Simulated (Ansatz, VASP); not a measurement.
**Two plane-wave programs on PbO2**

```xyz
6
Lattice="5.0819 0.0000 0.0000 0.0000 5.0819 0.0000 0.0000 0.0000 3.4434" Properties=species:S:1:pos:R:3 pbc="T T T"
Pb    0.0000    0.0000    0.0000
Pb    2.5409    2.5409    1.7217
O     1.5650    1.5650    0.0000
O     0.9759    4.1060    1.7217
O     4.1060    0.9759    1.7217
O     3.5168    3.5168    0.0000
```

Alike in both runs: functional PBE; k mesh 8 × 8 × 10; occupations gaussian, width 0.1 eV; no spin polarisation.

Ansatz relaxed the structure, and its values are those at the end. VASP's run is a single point on that final structure, the one shown.

|  | VASP | Ansatz |
| --- | --- | --- |
| version | VASP 6.6.1 | Ansatz 0.2.0 |
| potentials or method | VASP PAW PBE potentials, release 64 (Pb_d, O), cutoff 520 eV | scalar-relativistic, plane waves, PAW |
| valence electrons in the cell | 52 | 52 |

VASP gave:

- gap on the k mesh at the Fermi level (eV): none
- pressure (GPa): 0.2
- rms of the force components (eV/Å): 0.004

Estimate Ansatz's values.

gap on the k mesh at the Fermi level (eV): none; pressure (GPa): 0.0; rms of the force components (eV/Å): 0.001.

A gap of «none» marks a metal or a gap that the smearing closes. With one functional, cell and mesh, what is left measures potentials, basis and numerics.

Neither program's run includes spin-orbit coupling.
